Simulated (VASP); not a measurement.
Crystal: LaBi2ClO4.

```xyz
8
Lattice="3.9889 0.0000 0.0000 0.0000 3.9889 0.0000 0.0000 0.0000 9.3332" Properties=species:S:1:pos:R:3 pbc="T T T"
Bi    1.9944    1.9944    6.7350
Bi    1.9944    1.9944    2.5981
La    0.0000    0.0000    0.0000
Cl    0.0000    0.0000    4.6666
O     1.9944    0.0000    7.8244
O     1.9944    0.0000    1.5088
O     0.0000    1.9944    7.8244
O     0.0000    1.9944    1.5088
```

```yaml
Program: VASP 6.6.1
Task: relaxation of cell and atoms
Functional: PBEsol
Potentials_or_basis: VASP PAW PBE potentials, release 64 (Bi_d, La, Cl, O)
Cutoff: 600 eV
k_mesh: 7 × 7 × 3
Occupations: fermi-dirac, width 0.05 eV
Spin: no spin polarisation
```

At the start: pressure -4.2 GPa; volume 18.56 Å³/atom.

Problem. Where does the relaxation end?

Solution. Over 17 steps the energy falls by 14.3 meV/atom and the volume is 17.39 Å³/atom (-6.3 %); space group P4/mmm (No. 123, to 0.1 Å) before and after.

Step by step:
```tsv
step	energy change (eV)	largest force (eV/Å)	pressure (GPa)	volume (Å³)
1	0.0000	0.2854	-4.18	148.50
2	-0.0049	1.1077	4.23	138.33
3	-0.0749	0.3887	-0.21	143.19
4	-0.0856	0.1881	-0.08	142.29
5	-0.0888	0.2372	0.05	141.45
6	-0.0979	0.1945	0.07	140.91
7	-0.1133	0.0666	0.19	139.29
8	-0.1143	0.0212	0.25	138.71
9	-0.1143	0.0258	0.25	138.77
10	-0.1139	0.0534	-0.44	139.62
11	-0.1146	0.0249	-0.04	139.11
12	-0.1146	0.0267	-0.04	139.10
13	-0.1145	0.0205	0.06	138.93
14	-0.1146	0.0230	0.03	139.08
15	-0.1146	0.0202	0.01	139.09
16	-0.1146	0.0153	0.03	139.09
17	-0.1146	0.0016	0.00	139.09
```

Final structure:
```
Bi La Cl O
1.0
     3.93344    0.00000    0.00000
     0.00000    3.93344    0.00000
     0.00000    0.00000    8.98987
Bi La Cl O
2 1 1 4
Direct
  0.50000 0.50000 0.71284
  0.50000 0.50000 0.28716
  0.00000 0.00000 0.00000
  0.00000 0.00000 0.50000
  0.50000 0.00000 0.83303
  0.50000 0.00000 0.16697
  0.00000 0.50000 0.83303
  0.00000 0.50000 0.16697
```

Caveat: the PAW data sets were made with another functional, which shifts forces and pressure a little.
